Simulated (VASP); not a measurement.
Wanted: the native input for a VASP 6.6.1 run.

```yaml
Task: single point
Functional: PBEsol
Potentials_or_basis: VASP PAW PBE potentials, release 64 (Si, Ge_d)
Cutoff: 520 eV
k_mesh: 6 × 6 × 6
Occupations: gaussian, width 0.03 eV
Spin: no spin polarisation
Dipole_correction: no
Further_INCAR_settings: ALGO = Normal; EDIFF = 1e-06; NBANDS = 31
```

The structure of Si7Ge lies in POSCAR:

```
Si7Ge
1.0
    5.4591768144      0.0000000000      0.0000000000
    0.0000000000      5.1862179737      0.0000000000
    0.0000000000      0.0000000000      5.4591768144
Si Ge
7 1
Direct
    0.2525976817      0.2525976817      0.2525976817
    0.0000000000      0.5000000000      0.5000000000
    0.5000000000      0.5000000000      0.0000000000
    0.5000000000      0.0000000000      0.5000000000
    0.7474023183      0.2525976817      0.7474023183
    0.7474023183      0.7474023183      0.2525976817
    0.2525976817      0.7474023183      0.7474023183
    0.0000000000      0.0000000000      0.0000000000
```

This cell differs from its parent crystal: strain -0.0500 x Voigt [0, 1, 0, 0, 0, 0].

One way to write it, as run:

INCAR

```
SYSTEM = Si7Ge
PREC     = Accurate       ! precision mode
ENCUT    = 520            ! plane-wave cutoff, eV
EDIFF    = 1E-6           ! SCF threshold, eV
ISMEAR   = 0              ! smearing method
SIGMA    = 0.03           ! smearing width, eV
LREAL    = .FALSE.        ! projectors in reciprocal space
LASPH    = .TRUE.         ! aspherical terms in the spheres
NELM     = 60             ! most SCF steps
ALGO     = Normal         ! electronic algorithm
ISIF     = 2              ! what is computed and relaxed
LWAVE    = .FALSE.        ! write WAVECAR
LCHARG   = .FALSE.        ! write CHGCAR
GGA      = PS             ! functional
NBANDS   = 31             ! bands
```

KPOINTS

```
Automatic mesh
0
G
  6 6 6
  0 0 0
```

Potentials or basis: VASP PAW PBE potentials, release 64 (Si, Ge_d).

Run with:

```console
$ cat potpaw_PBE.64/Si/POTCAR potpaw_PBE.64/Ge_d/POTCAR > POTCAR
$ mpirun -np 1 vasp_std > vasp.out
```

Results of the run:

* Pressure: 5.1 GPa
* Largest force: 0.022 eV/Å
* Band gap on the k mesh: zero (bands 21 and 22 overlap by 0.03 eV)

Caveat: the cell differs from its parent crystal (strain -0.0500 x Voigt [0, 1, 0, 0, 0, 0]); the cell stands under pressure; semilocal functionals underestimate gaps, so a narrow gap can read as zero; the PAW data sets were made with another functional, which shifts forces and pressure a little.

Run time: 4.2 min on 1 thread of Intel Xeon 8259CL, on a shared host, peak memory 0.35 GiB.
